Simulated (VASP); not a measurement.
A run of VASP 6.6.1 is set up as follows.

INCAR

```
ALGO     = Normal         # electronic algorithm
EDIFF    = 1E-6           # SCF threshold, eV
ENCUT    = 600            # plane-wave cutoff, eV
GGA      = PE             # functional
GGA_COMPAT= False        
ISIF     = 2              # what is computed and relaxed
ISMEAR   = 1              # smearing method
LASPH    = True           # aspherical terms in the spheres
LCHARG   = False          # write CHGCAR
LREAL    = False          # projectors in reciprocal space
LWAVE    = False          # write WAVECAR
NBANDS   = 29             # bands
NELM     = 120            # most SCF steps
PREC     = Accurate       # precision mode
SIGMA    = 0.05           # smearing width, eV
```

File KPOINTS:

```
k-points
0
Gamma
  4 4 4
```

File POSCAR:

```
NaGeF3
1.0
    4.3476430689      0.0000000000      0.0000000000
    0.0000000000      4.3476430689      0.0000000000
    0.0000000000      0.0000000000      4.3476430689
Na Ge F
1 1 3
Direct
    0.0000000000      0.0000000000      0.0000000000
    0.5000000000      0.5000000000      0.5000000000
    0.5000000000      0.5000000000      0.0000000000
    0.5000000000      0.0000000000      0.5000000000
    0.0000000000      0.5000000000      0.5000000000
```

Potentials or basis: VASP PAW PBE potentials, release 64 (Na_pv, Ge_d, F).

Command:

```bash
$ cat potpaw_PBE.64/Na_pv/POTCAR potpaw_PBE.64/Ge_d/POTCAR potpaw_PBE.64/F/POTCAR > POTCAR
$ mpirun -np 1 vasp_std > vasp.out
```

(1) Predict the pressure.

(2) Estimate the band gap on the k mesh.

Results:

(1) 2.0 GPa.

(2) 1.30 eV (least direct gap 1.90 eV).
